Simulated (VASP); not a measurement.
A run of VASP 6.6.1:

Contents of POSCAR:

```
BP
1.0
    0.0000000000      2.2226808807      2.2226808807
    2.2226808807      0.0000000000      2.2226808807
    2.2226808807      2.2226808807      0.0000000000
P B
1 1
Direct
    0.7500000000      0.7500000000      0.7500000000
    0.0000000000      0.0000000000      0.0000000000
```

The input INCAR.step1:

```
SYSTEM = BP
PREC     = Accurate       ! precision mode
ENCUT    = 520            ! plane-wave cutoff, eV
ISMEAR   = -1             ! smearing method
SIGMA    = 0.05           ! smearing width, eV
LREAL    = .FALSE.        ! projectors in reciprocal space
LASPH    = .TRUE.         ! aspherical terms in the spheres
NELM     = 80             ! most SCF steps
NBANDS   = 11             ! bands
GGA      = PE             ! functional
ALGO     = Normal         ! electronic algorithm
EDIFF    = 1E-4           ! SCF threshold, eV
LWAVE    = .TRUE.         ! write WAVECAR
LCHARG   = .FALSE.        ! write CHGCAR
```

File INCAR.step2:

```
SYSTEM = BP
PREC     = Accurate       ! precision mode
ENCUT    = 520            ! plane-wave cutoff, eV
EDIFF    = 1E-6           ! SCF threshold, eV
ISMEAR   = -1             ! smearing method
SIGMA    = 0.05           ! smearing width, eV
LREAL    = .FALSE.        ! projectors in reciprocal space
LASPH    = .TRUE.         ! aspherical terms in the spheres
NELM     = 80             ! most SCF steps
ALGO     = Normal         ! electronic algorithm
ISIF     = 2              ! what is computed and relaxed
LWAVE    = .FALSE.        ! write WAVECAR
LCHARG   = .FALSE.        ! write CHGCAR
METAGGA  = R2SCAN         ! meta-GGA
LMIXTAU  = .TRUE.       
IVDW     = 12             ! dispersion correction
VDW_S6   = 1.0          
VDW_S8   = 0.78981345   
VDW_A1   = 0.49484001   
VDW_A2   = 5.73083694   
NBANDS   = 11             ! bands
ISTART   = 1
```

KPOINTS

```
regular mesh
0
G
  10 10 10
  0 0 0
```

Potentials or basis: VASP PAW PBE potentials, release 64 (P, B).

The run is started by

```sh
$ cat potpaw_PBE.64/P/POTCAR potpaw_PBE.64/B/POTCAR > POTCAR
$ cp INCAR.step1 INCAR
$ mpirun -np 1 vasp_std > vasp.out
$ cp INCAR.step2 INCAR
$ mpirun -np 1 vasp_std > vasp.out
```

Hardware: 1 thread of AMD EPYC 7R43 64-Core Processor (Zen 3), on a shared host.

Q: Estimate the wall time of this run.

A: Run time: 38 s on 1 thread of AMD EPYC 7R43 64-Core Processor (Zen 3) (shared host), peak memory 0.12 GiB. Counts: k points 47.
